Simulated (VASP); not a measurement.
# Cu (P6_3/mmc) in VASP: notebook

Cu is run at these levels: PBEsol; tasks: vibrations by perturbation theory, elastic constants.

All numbers are computed with VASP 6.6.1; they aren't measurements. Logs are shortened: lines on timing, memory, paths and dates and some standing lists are left out, and cuts for length are marked.

### Step 1. The cell of the first run

Symmetry: P6_3/mmc, No. 194, hexagonal system. The conventional cell has a = 2.534 Å, b = 2.534 Å, c = 4.113 Å, α = 90.00°, β = 90.00°, γ = 120.00°. Cu (site symmetry -6m2) has 12 Cu at 2.52 to 2.53 Å within 3.3 Å.

### Step 2. Vibrations by perturbation theory, PBEsol

Contents of INCAR:

```
PREC = Accurate ; ENCUT = 520
EDIFF = 1E-8 ; ISMEAR = -1
SIGMA = 0.05 ; LREAL = False
LASPH = True ; NELM = 100
ALGO = Normal ; ISIF = 2
LWAVE = False ; LCHARG = False
GGA = PS ; IBRION = 8
NSW = 1
```

Contents of KPOINTS:

```
Automatic mesh
0
Gamma
  9 9 5
```

Contents of POSCAR:

```
Cu
1.0
    2.5340966698      0.0000000000      0.0000000000
   -1.2670483349      2.1945920917      0.0000000000
    0.0000000000      0.0000000000      4.1125710000
Cu
2
Direct
    0.6666666667      0.3333333333      0.7500000000
    0.3333333333      0.6666666667      0.2500000000
```

Potentials or basis: VASP PAW PBE potentials, release 64 (Cu).

The run is started by

```bash
$ cat potpaw_PBE.64/Cu/POTCAR > POTCAR
$ mpirun -np 1 vasp_std > vasp.out
```

OUTCAR:

```text
PREC = Accurate
   ENCUT = 520
   EDIFF = 1E-8
   ISMEAR = -1
   LREAL = False
   LASPH = True
   NELM = 100
   ISIF = 2
   GGA = PS
   IBRION = 8
   NSW = 1

 ion  position               nearest neighbor table
   1  0.667  0.333  0.750-   2 2.52   2 2.52   2 2.52   2 2.52   2 2.52   2 2.52
   2  0.333  0.667  0.250-   1 2.52   1 2.52   1 2.52   1 2.52   1 2.52   1 2.52

  LATTYP: Found a hexagonal cell.
 ALAT       =     2.5340966698
 C/A-ratio  =     1.6228942838

  Lattice vectors:

 A1 = (   2.5340966698,   0.0000000000,   0.0000000000)
 A2 = (  -1.2670483349,   2.1945920917,   0.0000000000)
 A3 = (   0.0000000000,   0.0000000000,   4.1125710000)

Analysis of symmetry for initial positions (statically):
=====================================================================
 Subroutine PRICEL returns:
 Original cell was already a primitive cell.

 Routine SETGRP: Setting up the symmetry group for a
 hexagonal supercell.

 Subroutine GETGRP returns: Found 24 space group operations
 (whereof 12 operations were pure point group operations)
 out of a pool of 24 trial point group operations.

The static configuration has the point symmetry D_3d.
 The point group associated with its full space group is D_6h.

Analysis of symmetry for dynamics (positions and initial velocities):
=====================================================================
 Subroutine PRICEL returns:
 Original cell was already a primitive cell.

 Routine SETGRP: Setting up the symmetry group for a
 hexagonal supercell.

 Subroutine GETGRP returns: Found 24 space group operations
 (whereof 12 operations were pure point group operations)
 out of a pool of 24 trial point group operations.

The dynamic configuration has the point symmetry D_3d.
 The point group associated with its full space group is D_6h.

 Subroutine INISYM returns: Found 24 space group operations
 (whereof 12 operations are pure point group operations),
 and found     1 'primitive' translations

[... 605 lines left out ...]
 -----------------------------------------------------------------------------------
      1.26705      0.73153      3.08443         0.000000      0.000000      0.000000
     -0.00000      1.46306      1.02814        -0.000000      0.000000      0.000000
 -----------------------------------------------------------------------------------
    total drift:                               -0.000000      0.000000     -0.000000

  FREE ENERGIE OF THE ION-ELECTRON SYSTEM (eV)
  ---------------------------------------------------
  free  energy   TOTEN  =        -8.6391007565 eV

  energy  without entropy=       -8.6373883159  energy(sigma->0) =       -8.63824454

[... ionic steps 2 to 3 ...]

--------------------------------------- Ionic step        4  -------------------------------------------

------------------------ aborting loop because EDIFF is reached ----------------------------------------

[... ionic steps 5 to 5 ...]

--------------------------------------- Ionic step        6  -------------------------------------------

 Free energy of the ion-electron system (eV)
  ---------------------------------------------------
  ---------------------------------------------------
  free energy    TOTEN  =        -0.25111257 eV

  energy without entropy =       -0.25111257

------------------------ aborting loop because EDIFF is reached ----------------------------------------

 INTERNAL STRAIN TENSOR  FOR ION    1  DIRECTION 3   (eV/Angst):
 -----------------------------------------------------------------------------
     0.00276  0.00000  0.00000
    -0.00000  0.00276 -0.00000
     0.00000  0.00000  0.00684

 INTERNAL STRAIN TENSOR FOR ION    2 for displacements in x,y,z  (eV/Angst):
          X           Y           Z          XY          YZ          ZX
  --------------------------------------------------------------------------------
  x     0.00000     0.00000     0.00000    -1.71761     0.00000     0.00000
  y    -1.71761     1.71761     0.00000    -0.00000     0.00000     0.00000
  z    -0.00000    -0.00000    -0.00000     0.00000    -0.00000    -0.00000

 SECOND DERIVATIVES (NOT SYMMETRIZED)
 ------------------------------------
               1X          1Y          1Z          2X          2Y          2Z
  1X    -1.625199    0.000000    0.000000    1.625199    0.000000    0.000000
  1Y    -0.000000   -1.625199    0.000000    0.000000    1.625199    0.000000
  1Z    -0.000000    0.000000   -7.915982    0.000000    0.000000    7.915982
  2X     1.625199    0.000000    0.000000   -1.625199    0.000000    0.000000
  2Y     0.000000    1.625199    0.000000   -0.000000   -1.625199    0.000000
  2Z     0.000000    0.000000    7.915982   -0.000000    0.000000   -7.915982

 Eigenvectors and eigenvalues of the dynamical matrix
 ----------------------------------------------------

   1 f  =    7.803223 THz    49.029095 2PiTHz  260.287494 cm-1    32.271522 meV
             X         Y         Z           dx          dy          dz
      1.267048  0.731531  3.084428     0.000000    0.000000    0.707107
     -0.000000  1.463061  1.028143    -0.000000    0.000000   -0.707107
[... 11 lines left out ...]
   4 f  =    0.000000 THz     0.000000 2PiTHz    0.000002 cm-1     0.000000 meV
             X         Y         Z           dx          dy          dz
      1.267048  0.731531  3.084428     0.073230   -0.625884   -0.320791
     -0.000000  1.463061  1.028143     0.073230   -0.625884   -0.320791

   5 f/i=    0.000000 THz     0.000000 2PiTHz    0.000001 cm-1     0.000000 meV
             X         Y         Z           dx          dy          dz
      1.267048  0.731531  3.084428     0.701425    0.041434    0.079282
     -0.000000  1.463061  1.028143     0.701425    0.041434    0.079282

   6 f/i=    0.000000 THz     0.000000 2PiTHz    0.000002 cm-1     0.000000 meV
             X         Y         Z           dx          dy          dz
      1.267048  0.731531  3.084428     0.051378    0.326424   -0.625146
     -0.000000  1.463061  1.028143     0.051378    0.326424   -0.625146

--------------------------------------------------------------------------------------------------------

 ELASTIC MODULI CONTR FROM IONIC RELAXATION (kBar)
 Direction    XX          YY          ZZ          XY          YZ          ZX
 --------------------------------------------------------------------------------
 XX        -127.1640    127.1640      0.0000     -0.0000     -0.0000     -0.0000
 YY         127.1640   -127.1640     -0.0000      0.0000     -0.0000     -0.0000
 ZZ           0.0000     -0.0000     -0.0000      0.0000     -0.0000     -0.0000
 XY          -0.0000      0.0000      0.0000   -127.1640      0.0000      0.0000
 YZ          -0.0000     -0.0000     -0.0000      0.0000     -0.0000     -0.0000
 ZX          -0.0000     -0.0000     -0.0000      0.0000     -0.0000     -0.0000
 --------------------------------------------------------------------------------
```

OSZICAR:

```text
N       E                     dE             d eps       ncg     rms          rms(c)
DAV:   1     0.121864503313E+03    0.12186E+03   -0.10837E+04  1120   0.266E+03
DAV:   2    -0.669608483673E+01   -0.12856E+03   -0.12417E+03  1080   0.323E+02
[... 47 lines left out ...]
RMM:  10    -0.251113611227E+00    0.25438E-05    0.35224E-09  2446   0.319E-04    0.108E-04
RMM:  11    -0.251112392107E+00    0.12191E-05   -0.61604E-09  2307   0.205E-04    0.160E-05
RMM:  12    -0.251112464520E+00   -0.72413E-07   -0.94288E-11  2516   0.639E-05    0.903E-06
RMM:  13    -0.251112578990E+00   -0.11447E-06    0.27981E-11  2477   0.248E-05    0.846E-07
RMM:  14    -0.251112564136E+00    0.14854E-07   -0.92111E-11  2418   0.972E-06    0.117E-06
RMM:  15    -0.251112569476E+00   -0.53391E-08   -0.19191E-11  2071   0.799E-06    0.241E-07
 Linear response finished
```

stdout:

```text
POSCAR found type information on POSCAR Cu
 POSCAR found :  1 types and       2 ions
 scaLAPACK will be used
 -----------------------------------------------------------------------------
|                                                                             |
|                                                                             |
|     You enforced a specific xc type in the INCAR file but a different       |
|     I HOPE YOU KNOW WHAT YOU ARE DOING!                                     |
|                                                                             |
 -----------------------------------------------------------------------------

 LDA part: xc-table for (Slater+PW92), standard interpolation
 POSCAR, INCAR and KPOINTS ok, starting setup
 FFT: planning ... GRIDC
 FFT: planning ... GRID_SOFT
 FFT: planning ... GRID
 WAVECAR not read
 entering main loop
 Linear response reoptimize wavefunctions to high precision
 Linear response DOF=           2
 Linear response progress:
 first order change of Fermi-energy   0.22993E-04
 force on displaced ion       1 direction 1 :  -1.625   0.000   0.000
 Linear response progress:
 first order change of Fermi-energy   0.34600E-03
 force on displaced ion       1 direction 3 :  -0.000   0.000  -7.916
 Linear response finished
```

Run time: 66 s. Hardware: 1 thread of Intel Xeon Platinum 8488C (Sapphire Rapids), shared host; peak memory 0.2 GiB.

Results:

```yaml
Highest_phonon_frequency_at_Γ: 260 cm⁻¹
```

Phonon frequencies in cm⁻¹ (negative: imaginary):
```
              q point        frequencies
(0.000, 0.000, 0.000)  0 0 0 118 118 260
```

Caveat: the cell wasn't relaxed at this level first, which shifts response properties; the PAW data sets were made with another functional, which shifts forces and pressure a little.

### Step 3. Vibrations by perturbation theory, PBEsol

Contents of INCAR:

```
SYSTEM = Cu
ALGO = Fast
EDIFF = 1E-8
ENCUT = 520
GGA = PS
IBRION = 8
ISIF = 2
ISMEAR = -1
LASPH = .True.
LCHARG = .False.
LREAL = .False.
LWAVE = .False.
NELM = 100
NSW = 1
PREC = Accurate
SIGMA = 0.05
```

Contents of KPOINTS:

```
k-points
0
Gamma
  10 10 6
  0 0 0
```

POSCAR is that of step 2.

Potentials or basis: VASP PAW PBE potentials, release 64 (Cu).

The run is started by

```bash
$ cat potpaw_PBE.64/Cu/POTCAR > POTCAR
$ mpirun -np 1 vasp_std > vasp.out
```

OUTCAR:

```text
SYSTEM = Cu
   EDIFF = 1E-8
   ENCUT = 520
   GGA = PS
   IBRION = 8
   ISIF = 2
   ISMEAR = -1
   LASPH = .True.
   LREAL = .False.
   NELM = 100
   NSW = 1
   PREC = Accurate

 ion  position               nearest neighbor table
   1  0.667  0.333  0.750-   2 2.52   2 2.52   2 2.52   2 2.52   2 2.52   2 2.52
   2  0.333  0.667  0.250-   1 2.52   1 2.52   1 2.52   1 2.52   1 2.52   1 2.52

  LATTYP: Found a hexagonal cell.
 ALAT       =     2.5340966698
 C/A-ratio  =     1.6228942838
[... 697 lines left out ...]
  2X     1.364707    0.000000    0.000000   -1.364707   -0.000000    0.000000
  2Y     0.000000    1.364707    0.000000    0.000000   -1.364707    0.000000
  2Z     0.000000   -0.000000    7.911000    0.000000    0.000000   -7.911000

 Eigenvectors and eigenvalues of the dynamical matrix
 ----------------------------------------------------

   1 f  =    7.800767 THz    49.013664 2PiTHz  260.205578 cm-1    32.261365 meV
             X         Y         Z           dx          dy          dz
      1.267048  0.731531  3.084428     0.000000   -0.000000    0.707107
     -0.000000  1.463061  1.028143     0.000000   -0.000000   -0.707107
[... 16 lines left out ...]
   5 f  =    0.000000 THz     0.000000 2PiTHz    0.000000 cm-1     0.000000 meV
             X         Y         Z           dx          dy          dz
      1.267048  0.731531  3.084428     0.707107    0.000000    0.000000
     -0.000000  1.463061  1.028143     0.707107    0.000000    0.000000

   6 f/i=    0.000000 THz     0.000000 2PiTHz    0.000002 cm-1     0.000000 meV
             X         Y         Z           dx          dy          dz
      1.267048  0.731531  3.084428     0.000000    0.364773    0.605756
     -0.000000  1.463061  1.028143     0.000000    0.364773    0.605756

--------------------------------------------------------------------------------------------------------

 ELASTIC MODULI CONTR FROM IONIC RELAXATION (kBar)
 Direction    XX          YY          ZZ          XY          YZ          ZX
 --------------------------------------------------------------------------------
 XX        -130.8678    130.8678     -0.0000     -0.0000      0.0000      0.0000
 YY         130.8678   -130.8678      0.0000      0.0000      0.0000      0.0000
 ZZ          -0.0000      0.0000     -0.0000     -0.0000      0.0000      0.0000
 XY          -0.0000      0.0000     -0.0000   -130.8678      0.0000      0.0000
 YZ           0.0000      0.0000      0.0000      0.0000      0.0000      0.0000
 ZX           0.0000      0.0000      0.0000      0.0000      0.0000      0.0000
 --------------------------------------------------------------------------------
```

OSZICAR:

```text
N       E                     dE             d eps       ncg     rms          rms(c)
DAV:   1     0.119542494527E+03    0.11954E+03   -0.10752E+04  1760   0.265E+03
DAV:   2    -0.636893628544E+01   -0.12591E+03   -0.12174E+03  1680   0.321E+02
DAV:   3    -0.107583857170E+02   -0.43894E+01   -0.42048E+01  2024   0.906E+01
DAV:   4    -0.107886158662E+02   -0.30230E-01   -0.30226E-01  2085   0.760E+00
[... 55 lines left out ...]
RMM:  15    -0.250864872107E+00   -0.45499E-07    0.79156E-07  3846   0.676E-04    0.339E-07
RMM:  16    -0.250864850267E+00    0.21840E-07    0.10068E-06  3860   0.673E-04    0.223E-07
RMM:  17    -0.250864861264E+00   -0.10997E-07    0.91603E-07  3796   0.678E-04    0.162E-07
RMM:  18    -0.250864870423E+00   -0.91595E-08    0.83813E-07  3864   0.678E-04    0.109E-07
RMM:  19    -0.250864870117E+00    0.30608E-09    0.84575E-07  3893   0.680E-04    0.616E-08
 Linear response finished
```

Run time: 80 s. Hardware: 1 thread of Intel Xeon 6975P-C (Granite Rapids), shared host; peak memory 0.25 GiB.

Results:

| Quantity | Value |
| --- | --- |
| Highest phonon frequency at Γ | 260 cm⁻¹ |

Phonon frequencies in cm⁻¹ (negative: imaginary):
```
              q point        frequencies
(0.000, 0.000, 0.000)  0 0 0 108 108 260
```

Caveat: the PAW data sets were made with another functional, which shifts forces and pressure a little.

### Step 4. Elastic constants, PBEsol

Contents of INCAR:

```
PREC = Accurate ; ENCUT = 600
EDIFF = 1E-8 ; ISMEAR = -1
SIGMA = 0.05 ; LREAL = False
LASPH = True ; NELM = 60
ALGO = Fast ; ISIF = 3
LWAVE = False ; LCHARG = False
GGA = PS ; IBRION = 6
NFREE = 2 ; POTIM = 0.015
NSW = 1
```

Contents of KPOINTS:

```
regular mesh
0
Gamma
  10 10 6
```

POSCAR is that of step 3.

The run is started by

```bash
$ cat potpaw_PBE.64/Cu/POTCAR > POTCAR
$ mpirun -np 1 vasp_std > vasp.out
```

It took 6.3 min on 1 thread of Intel Xeon 6975P-C (Granite Rapids), shared host; peak memory 0.29 GiB.

Results (log left out):

- Voigt bulk modulus: 158 GPa
- Highest phonon frequency at Γ: 260 cm⁻¹

Phonon frequencies in cm⁻¹ (negative: imaginary):
| q point | frequencies |
| --- | --- |
| (0.000, 0.000, 0.000) | 0 0 0 109 109 260 |

Elastic tensor in Voigt notation (GPa, in the Cartesian axes of the cell as first typed):
```
216 157 102   0   0   0
157 216 102   0   0   0
102 102 272   0   0   0
  0   0   0  49   0   0
  0   0   0   0  49   0
  0   0   0   0   0  29
```

Clamped-ion elastic tensor (GPa):
```
229 144 102   0   0   0
144 229 102   0   0   0
102 102 272   0   0   0
  0   0   0  49   0   0
  0   0   0   0  49   0
  0   0   0   0   0  42
```

Caveat: the PAW data sets were made with another functional, which shifts forces and pressure a little.
